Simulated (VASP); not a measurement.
# MgI2 (P-3m1) in VASP: notebook, part 2 of 2

VASP 6.6.1. The steps go on from the part before.

## (3) Single point, PBE+D3(BJ) (strain +0.040 along x and y, -0.080 along z)

INCAR

```
ALGO = Normal ; EDIFF = 1E-6
ENCUT = 520 ; GGA = PE
ISIF = 2 ; ISMEAR = 0
IVDW = 12 ; LASPH = True
LCHARG = False ; LREAL = False
LWAVE = False ; NBANDS = 15
NELM = 100 ; PREC = Accurate
SIGMA = 0.05
```

KPOINTS

```
k-points
0
Gamma
  6 6 4
```

POSCAR

```
MgI2
1.0
    4.3198481262      0.0000000000      0.0000000000
   -2.1599240631      3.7410982178      0.0000000000
    0.0000000000      0.0000000000      6.3130400000
Mg I
1 2
Direct
    0.0000000000      0.0000000000      0.0000000000
    0.3333333333      0.6666666667      0.7576300000
    0.6666666667      0.3333333333      0.2423700000
```

Potentials or basis: VASP PAW PBE potentials, release 64 (Mg, I).

On the command line:

```
$ cat potpaw_PBE.64/Mg/POTCAR potpaw_PBE.64/I/POTCAR > POTCAR
$ mpirun -np 1 vasp_std > vasp.out
```

OUTCAR:

```text
EDIFF = 1E-6
   ENCUT = 520
   GGA = PE
   ISIF = 2
   ISMEAR = 0
   IVDW = 12
   LASPH = True
   LREAL = False
   NELM = 100
   PREC = Accurate
 IVDW          = 12

 ion  position               nearest neighbor table
   1  0.000  0.000  0.000-   2 2.93   3 2.93   3 2.93   2 2.93   3 2.93   2 2.93
   2  0.333  0.667  0.758-   1 2.93   1 2.93   1 2.93
   3  0.667  0.333  0.242-   1 2.93   1 2.93   1 2.93

  LATTYP: Found a hexagonal cell.
 ALAT       =     4.3198481262
 C/A-ratio  =     1.4614032289

  Lattice vectors:

 A1 = (   4.3198481262,   0.0000000000,   0.0000000000)
 A2 = (  -2.1599240631,   3.7410982178,   0.0000000000)
 A3 = (   0.0000000000,   0.0000000000,   6.3130400000)

Analysis of symmetry for initial positions (statically):
=====================================================================
 Subroutine PRICEL returns:
 Original cell was already a primitive cell.

 Routine SETGRP: Setting up the symmetry group for a
 hexagonal supercell.

 Subroutine GETGRP returns: Found 12 space group operations
 (whereof 12 operations were pure point group operations)
 out of a pool of 24 trial point group operations.

The static configuration has the point symmetry D_3d.

Analysis of symmetry for dynamics (positions and initial velocities):
=====================================================================
 Subroutine PRICEL returns:
 Original cell was already a primitive cell.

 Routine SETGRP: Setting up the symmetry group for a
 hexagonal supercell.

 Subroutine GETGRP returns: Found 12 space group operations
 (whereof 12 operations were pure point group operations)
 out of a pool of 24 trial point group operations.

The dynamic configuration has the point symmetry D_3d.

 Subroutine INISYM returns: Found 12 space group operations
[... 123 lines left out ...]
   GGA     = PE    functional components
   LHFCALC =     F    Hartree Fock is set to
   AEXX    =    0.0000 exact exchange contribution
   IVDW    =    12    specifies the selected vdW correction
   LEPSILON=     F    determine dielectric tensor
   LRPA    =     F    only Hartree local field effects (RPA)
 non-spin polarized calculation
 Gauss-broadening in eV      SIGMA  =   0.05
  energy-cutoff  :      520.00
  volume of cell :      102.02
 maximum number of plane-waves:      2776
   NGX = 17   NGY = 17   NGZ = 23

 number of electron      16.0000001 magnetization

 Free energy of the ion-electron system (eV)
  ---------------------------------------------------
  ext. energy  EPLUGINS =         0.00000000
  ---------------------------------------------------
  free energy    TOTEN  =        -7.59204202 eV

  energy without entropy =       -7.59204202  energy(sigma->0) =       -7.59204202

 E-fermi :   3.1234     XC(G=0):  -8.2462

 val. band max:        2.8771260062   @ k =   0.0000   0.0000   0.0000
 cond. band min:       5.7702503082   @ k =   0.0000   0.0000   0.0000
 fundamental gap:      2.8931243021
 Fermi energy:         3.1233713311

 k-point     1 :       0.0000    0.0000    0.0000
  band No.  band energies     occupation
      1      -9.7094      2.00000
      2      -8.7603      2.00000
      3      -0.9975      2.00000
      4       1.5104      2.00000
      5       1.5104      2.00000
      6       2.0558      2.00000
      7       2.0558      2.00000
      8       2.8771      2.00000
      9       5.7703      0.00000
     10       6.7372      0.00000
     11       8.6638      0.00000
     12       8.6638      0.00000
     13      10.3236      0.00000
     14      10.3236      0.00000
[... 401 lines left out ...]
      2      -8.8522      2.00000
      3      -0.8535      2.00000
      4      -0.5192      2.00000
      5      -0.5192      2.00000
      6       0.2655      2.00000
      7       2.2054      2.00000
      8       2.2054      2.00000
      9       7.4603      0.00000
     10       8.6378      0.00000
     11       8.6378      0.00000
     12      10.0359      0.00000
     13      10.2701      0.00000
     14      10.6682      0.00000
     15      10.7777      0.00000

------------------------ aborting loop because EDIFF is reached ----------------------------------------

 Edisp (eV)   -0.92704

 E8    (eV) :    -0.4138

  FORCE on cell =-STRESS in cart. coord.  units (eV):
  Direction    XX          YY          ZZ          XY          YZ          ZX
  --------------------------------------------------------------------------------------
  -------------------------------------------------------------------------------------
  Total      -0.88005    -0.88005     1.32698     0.00000    -0.00000     0.00000
  in kB     -13.82020   -13.82020    20.83856     0.00000    -0.00000     0.00000
  external pressure =       -2.27 kB  Pullay stress =        0.00 kB

 VOLUME and BASIS-vectors are now :
 -----------------------------------------------------------------------------
  energy-cutoff  :      520.00
  volume of cell :      102.02
      direct lattice vectors                 reciprocal lattice vectors
     4.319848126  0.000000000  0.000000000     0.231489620  0.133650594  0.000000000
    -2.159924063  3.741098218  0.000000000     0.000000000  0.267301189  0.000000000
     0.000000000  0.000000000  6.313040000     0.000000000  0.000000000  0.158402291

 POSITION                                       TOTAL-FORCE (eV/Angst)
 -----------------------------------------------------------------------------------
      0.00000      0.00000      0.00000        -0.000000      0.000000     -0.000000
     -0.00000      2.49407      4.78295        -0.000000      0.000000     -0.299544
      2.15992      1.24703      1.53009         0.000000     -0.000000      0.299544
 -----------------------------------------------------------------------------------
    total drift:                               -0.000000      0.000000     -0.000000

  FREE ENERGIE OF THE ION-ELECTRON SYSTEM (eV)
  ---------------------------------------------------
  free  energy   TOTEN  =        -8.5190854899 eV

  energy  without entropy=       -8.5190854899  energy(sigma->0) =       -8.51908549
```

stdout:

```text
POSCAR found type information on POSCAR MgI
 POSCAR found :  2 types and       3 ions
 scaLAPACK will be used
 LDA part: xc-table for (Slater+PW92), standard interpolation
 POSCAR, INCAR and KPOINTS ok, starting setup
 FFT: planning ... GRIDC
 FFT: planning ... GRID_SOFT
 FFT: planning ... GRID
 WAVECAR not read
 entering main loop
```

It took 26 s on 1 thread of Intel Xeon 6975P-C, shared host; peak memory 0.23 GiB.

What came out:

* Free energy: -8.5191 eV
* Pressure: -0.2 GPa
* Largest force: 0.300 eV/Å
* Band gap on the k mesh: 2.89 eV, direct
* Dispersion energy per atom: -0.309 eV

Forces on the atoms (eV/Å):
```
Mg   0.000  0.000  0.000
I    0.000  0.000 -0.300
I    0.000  0.000  0.300
```

Levels at points of the mesh, in eV from the valence-band top:
| k point | band 4 | band 5 | band 6 | band 7 | band 8 | band 9 | band 10 | band 11 | band 12 | band 13 |
| --- | --- | --- | --- | --- | --- | --- | --- | --- | --- | --- |
| (0.00, 0.00, 0.00) | -1.37 | -1.37 | -0.82 | -0.82 | 0.00 | 2.89 | 3.86 | 5.79 | 5.79 | 7.45 |
| (0.50, 0.00, 0.00) | -3.08 | -2.26 | -2.26 | -1.29 | -0.95 | 2.96 | 4.89 | 5.33 | 6.30 | 8.56 |
| (0.00, 0.00, 0.50) | -1.73 | -1.20 | -1.20 | -0.99 | -0.99 | 3.79 | 4.09 | 5.47 | 5.47 | 6.87 |
| (0.50, 0.00, 0.50) | -3.68 | -1.99 | -1.35 | -1.26 | -1.09 | 3.10 | 4.83 | 5.78 | 6.04 | 7.42 |

Caveat: the cell differs from its parent crystal (strain +0.040 along x and y, -0.080 along z); spin-orbit coupling is left out, which moves the levels of the heavy elements. A k mesh can miss the band edges.
